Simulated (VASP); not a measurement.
A run of VASP 6.6.1 is set up as follows.

File POSCAR:

```
Al7SiCN7
1.0
    9.3360970000      0.0000000000      0.0000000000
    0.0000000000     10.7743450000      0.0000000000
    0.0000000000      0.0000000000     10.0097530000
Al Si N C
42 6 42 6
Direct
    0.1668980000      0.0851370000      0.2517170000
    0.1681240000      0.0816790000      0.7496440000
    0.9984730000      0.3327400000      0.7487560000
    0.5001270000      0.0819320000      0.2473950000
    0.4999100000      0.0844740000      0.7473560000
    0.3350680000      0.3350250000      0.2511190000
    0.3343060000      0.3318740000      0.7497530000
    0.1675270000      0.5852700000      0.2510060000
    0.1636670000      0.5811340000      0.7461110000
    0.9997450000      0.8330100000      0.2424650000
    0.0000640000      0.8337100000      0.7518010000
    0.8346050000      0.0819560000      0.2495090000
    0.8285980000      0.0828650000      0.7409970000
    0.6690060000      0.3344920000      0.7508180000
    0.5013850000      0.5857180000      0.2511770000
    0.3339640000      0.8290590000      0.2497120000
    0.3322280000      0.8362240000      0.7464090000
    0.8329760000      0.5843030000      0.2512960000
    0.8357350000      0.5825570000      0.7496110000
    0.6673750000      0.8312610000      0.2497490000
    0.6658050000      0.8358380000      0.7497770000
    0.0008760000      0.1640920000      0.5019030000
    0.9987140000      0.1686530000      0.9958280000
    0.3353210000      0.1641440000      0.5019270000
    0.1719370000      0.4171230000      0.4996140000
    0.1641960000      0.4168420000      0.9995800000
    0.9998700000      0.6681280000      0.4982320000
    0.0023950000      0.6679110000      0.9995650000
    0.6662220000      0.1631350000      0.4973530000
    0.4999810000      0.4161010000      0.4970720000
    0.5015380000      0.4190810000      0.9975510000
    0.3300220000      0.6687570000      0.9938360000
    0.1633970000      0.9162740000      0.4962200000
    0.1706970000      0.9160980000      0.0032520000
    0.8320810000      0.4152360000      0.4947310000
    0.8357320000      0.4164310000      0.9977170000
    0.6666620000      0.6663300000      0.4999480000
    0.6679060000      0.6671160000      0.9945240000
    0.5026480000      0.9154350000      0.4986690000
    0.4987540000      0.9142160000      0.0019050000
    0.8346990000      0.9171130000      0.4968860000
    0.8315130000      0.9154570000      0.9994060000
    0.0005310000      0.3300620000      0.2527530000
    0.6670900000      0.3315190000      0.2443610000
    0.5004950000      0.5834350000      0.7428000000
    0.3349810000      0.1696430000      0.0024630000
    0.6664720000      0.1729930000      0.9947710000
    0.3371190000      0.6655740000      0.4962130000
    0.0022570000      0.1774510000      0.1880540000
    0.0039840000      0.1662120000      0.6953060000
    0.3341290000      0.1698520000      0.1800550000
    0.3313360000      0.1668510000      0.6918410000
    0.1550290000      0.4100220000      0.1946350000
    0.1678640000      0.4139850000      0.6884000000
    0.9983470000      0.6609230000      0.1923730000
    0.0001630000      0.6659860000      0.6864030000
    0.6655800000      0.1745920000      0.1804690000
    0.5104060000      0.4112140000      0.1909790000
    0.4976020000      0.4261540000      0.6922330000
    0.3396240000      0.6633000000      0.6838950000
    0.1700680000      0.9217110000      0.1947100000
    0.1670390000      0.9172930000      0.6854290000
    0.8367760000      0.4061920000      0.1981570000
    0.8357070000      0.4186020000      0.6830810000
    0.6703110000      0.6634730000      0.1842020000
    0.6594920000      0.6629140000      0.6955580000
    0.5010190000      0.9176130000      0.1907120000
    0.4982650000      0.9162280000      0.6890710000
    0.8299910000      0.9173270000      0.1883080000
    0.8328570000      0.9121900000      0.6886530000
    0.1707940000      0.0848850000      0.4394790000
    0.1803420000      0.0910880000      0.9453880000
    0.0047670000      0.3360650000      0.4297570000
    0.0020940000      0.3340460000      0.9388150000
    0.4946680000      0.0810600000      0.4331520000
    0.4969320000      0.0910100000      0.9509640000
    0.3340870000      0.3294940000      0.4390210000
    0.3321270000      0.3261870000      0.9460450000
    0.1744310000      0.5871740000      0.4472820000
    0.1673440000      0.5781630000      0.9334400000
    0.0012430000      0.8303540000      0.4348150000
    0.8219070000      0.0878360000      0.9460530000
    0.6650740000      0.3336590000      0.4211260000
    0.4974630000      0.5839300000      0.9211790000
    0.3318330000      0.8252250000      0.4465150000
    0.3361520000      0.8369220000      0.9339310000
    0.8346080000      0.5821280000      0.4399190000
    0.8349280000      0.5814520000      0.9396200000
    0.6674490000      0.8307380000      0.4398600000
    0.6621440000      0.8348080000      0.9389500000
    0.6611360000      0.1705140000      0.6878730000
    0.3336480000      0.6624490000      0.1829840000
    0.0026740000      0.8369690000      0.9433040000
    0.8360510000      0.0848230000      0.4368310000
    0.6674380000      0.3310060000      0.9452930000
    0.4945050000      0.5855140000      0.4451570000
```

File INCAR.step1:

```
SYSTEM = Al7SiCN7
ALGO = Normal ; EDIFF = 1E-5
ENCUT = 520 ; GGA = PE
GGA_COMPAT = .False. ; ISIF = 2
ISMEAR = -1 ; ISYM = -1
KPAR = 1 ; LASPH = .True.
LCHARG = .False. ; LREAL = Auto
LWAVE = .True. ; NBANDS = 246
NELM = 120 ; PREC = Accurate
SIGMA = 0.05
```

File INCAR.step2:

```
SYSTEM = Al7SiCN7
ALGO = Normal ; EDIFF = 1E-6
ENCUT = 520 ; GGA = PE
GGA_COMPAT = .False. ; HFSCREEN = 0.2079
ISIF = 2 ; ISMEAR = -1
ISTART = 1 ; ISYM = -1
KPAR = 1 ; LASPH = .True.
LCHARG = .False. ; LHFCALC = .True.
LREAL = Auto ; LWAVE = .False.
NBANDS = 246 ; NELM = 120
PREC = Accurate ; PRECFOCK = Fast
SIGMA = 0.05
```

The input KPOINTS:

```
explicit points
1
Reciprocal
  0.25000000   0.25000000   0.25000000 1
```

Potentials or basis: VASP PAW PBE potentials, release 64 (Al, Si, N, C).

Run with:

```bash
$ cat potpaw_PBE.64/Al/POTCAR potpaw_PBE.64/Si/POTCAR potpaw_PBE.64/N/POTCAR potpaw_PBE.64/C/POTCAR > POTCAR
$ cp INCAR.step1 INCAR
$ mpirun -np 4 vasp_std > vasp.out
$ cp INCAR.step2 INCAR
$ mpirun -np 4 vasp_std > vasp.out
```

(1) Estimate the largest force.

(2) Predict the band gap on the k mesh.

(3) What does it give for the pressure?

Results:

(1) 0.113 eV/Å.

(2) 4.44 eV.

(3) -2.1 GPa.

Caveat: the PAW data sets were made with another functional, which shifts forces and pressure a little; a shifted mesh leaves out Γ, where band edges can lie.
